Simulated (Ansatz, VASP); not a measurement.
## One calculation of ScTa2, two programs

INCAR

```
SYSTEM = ScTa2
ALGO     = Fast           ! electronic algorithm
EDIFF    = 1E-6           ! SCF threshold, eV
ENCUT    = 520            ! plane-wave cutoff, eV
GGA      = PE             ! functional
ISIF     = 2              ! what is computed and relaxed
ISMEAR   = 0              ! smearing method
ISPIN    = 2              ! spin polarisation
LASPH    = .TRUE.         ! aspherical terms in the spheres
LCHARG   = .FALSE.        ! write CHGCAR
LMAXMIX  = 4              ! l up to which the mixer works
LORBIT   = 11             ! projections on sites
LREAL    = .FALSE.        ! projectors in reciprocal space
LWAVE    = .FALSE.        ! write WAVECAR
MAGMOM   = 1 0 0          ! initial moments
NBANDS   = 28             ! bands
NELM     = 150            ! most SCF steps
PREC     = Accurate       ! precision mode
SIGMA    = 0.1            ! smearing width, eV
```

KPOINTS

```
k-points
0
G
  6 6 6
  0 0 0
```

POSCAR

```
ScTa2
1.0
    4.8528665717      0.0000000000      0.0000000000
   -2.4264332859      4.2027057323      0.0000000000
    0.0000000000      0.0000000000      2.9213684543
Sc Ta
1 2
Direct
    0.0000000000      0.0000000000      0.0000000000
    0.3333333333      0.6666666667      0.5000000000
    0.6666666667      0.3333333333      0.5000000000
```

Input for Ansatz:

```yaml
crystal:
  lattice:
    - [4.8528665717, 0.0, 0.0]
    - [-2.4264332859, 4.2027057323, 0.0]
    - [0.0, 0.0, 2.9213684543]
  atoms:
    - { symbol: Sc, position: [0.0, 0.0, 0.0], spin: 1.0 }
    - { symbol: Ta, position: [0.3333333333, 0.6666666667, 0.5] }
    - { symbol: Ta, position: [0.6666666667, 0.3333333333, 0.5] }
basis:
  ecutwfc: 420
kpoints:
  mp_grid: { grid: [6, 6, 6] }
hamiltonian:
  xc: pbe
scf:
  occupations: { method: gaussian, width: 0.1 }
  lower_state_search: "off"
output:
  forces: true
  stress: true
  eigenvalues: true
  populations: true
magnetization:
  spin_polarized: true
```

Alike in both runs: task single point; functional PBE; k mesh 6 × 6 × 6; occupations gaussian, width 0.1 eV; collinear spin.

|  | VASP | Ansatz |
| --- | --- | --- |
| version | VASP 6.6.1 | Ansatz 0.2.0 |
| potentials or method | VASP PAW PBE potentials, release 64 (Sc_sv, Ta_pv), cutoff 520 eV | scalar-relativistic, plane waves, PAW |
| valence electrons in the cell | 33 | 37 |

```tsv
	VASP	Ansatz	Ansatz less VASP
gap on the k mesh at the Fermi level (eV)	none	none	-
pressure (GPa)	0.1	0.0	-0.08
net moment per atom (μB)	0.00	0.00	0.000
```

A gap of «none» marks a metal or a gap that the smearing closes. VASP's potentials hold 33 valence electrons a cell and Ansatz's 37, so a difference there can come from the potentials and not from the codes. Ansatz's warnings: seeded moment not kept.

Spin-orbit coupling is off throughout.
